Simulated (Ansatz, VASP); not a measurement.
# GaAs in VASP and in Ansatz

The input INCAR:

```
SYSTEM = GaAs
PREC = Accurate
ENCUT = 520
EDIFF = 1E-7
ISMEAR = -1
SIGMA = 0.05
LREAL = .FALSE.
LASPH = .TRUE.
NELM = 60
ALGO = Normal
ISIF = 2
LWAVE = .FALSE.
LCHARG = .FALSE.
GGA = CA
NBANDS = 16
```

The input KPOINTS:

```
regular mesh
0
G
  9 9 8
  0 0 0
```

The input POSCAR:

```
GaAs
1.0
    3.6064012100      0.0000000000      0.0000000000
   -1.8032006000      3.1232350600      0.0000000000
    0.0000000000      0.0000000000      3.5731941600
Ga As
1 1
Direct
    0.3333333300      0.6666666700      0.5000000000
    0.0000000000      0.0000000000      0.0000000000
```

File input.yaml:

```yaml
crystal:
  lattice:
    - [3.60640121, 0.0, 0.0]
    - [-1.8032006, 3.12323506, 0.0]
    - [0.0, 0.0, 3.57319416]
  atoms:
    - { symbol: Ga, position: [0.33333333, 0.66666667, 0.5] }
    - { symbol: As, position: [0.0, 0.0, 0.0] }
hamiltonian:
  xc: lda
  pseudopotentials: { kind: paw }
kpoints:
  mp_grid: { grid: [9, 9, 8] }
  band_path:
    path:
      - [[0.0, 0.0, 0.0], [0.5, 0.0, 0.0], [0.3333333333, 0.3333333333, 0.0], [0.0, 0.0, 0.0], [0.0, 0.0, 0.5], [0.5, 0.0, 0.5], [0.3333333333, 0.3333333333, 0.5], [0.0, 0.0, 0.5]]
      - [[0.5, 0.0, 0.5], [0.5, 0.0, 0.0]]
      - [[0.3333333333, 0.3333333333, 0.0], [0.3333333333, 0.3333333333, 0.5]]
    npoints: 14
scf:
  occupations: { method: fermi_dirac, width: 0.05 }
  n_extra_bands: 6
output:
  forces: true
  stress: true
  eigenvalues: true
  fatbands: true
```

Alike in both runs: functional LDA; k mesh 9 × 9 × 8; occupations fermi-dirac, width 0.05 eV; no spin polarisation.

```csv
,VASP,Ansatz
version,VASP 6.6.1,Ansatz 0.2.0
potentials or method,"VASP PAW LDA potentials, release 64 (Ga_d, As)",Ansatz PAW
plane-wave cutoff (eV),520,420
valence electrons in the cell,18,28
task,single point,band structure
```

VASP gave:

| Item | Value |
| --- | --- |
| gap on the k mesh at the Fermi level (eV) | none |
| pressure (GPa) | -5.5 |
| traceless stress, the component that is largest in VASP (GPa) | -2.94 |

Problem. Which values does Ansatz return?

Solution. gap on the k mesh at the Fermi level (eV): none; pressure (GPa): -5.7; traceless stress, the component that is largest in VASP (GPa): -2.97.

LDA's correlation is that of Perdew and Zunger in VASP and of Perdew and Wang (1992) in Ansatz. A gap of «none» marks a metal or a gap that the smearing closes. VASP's potentials hold 18 valence electrons a cell and Ansatz's 28, so a difference there can come from the potentials and not from the codes.
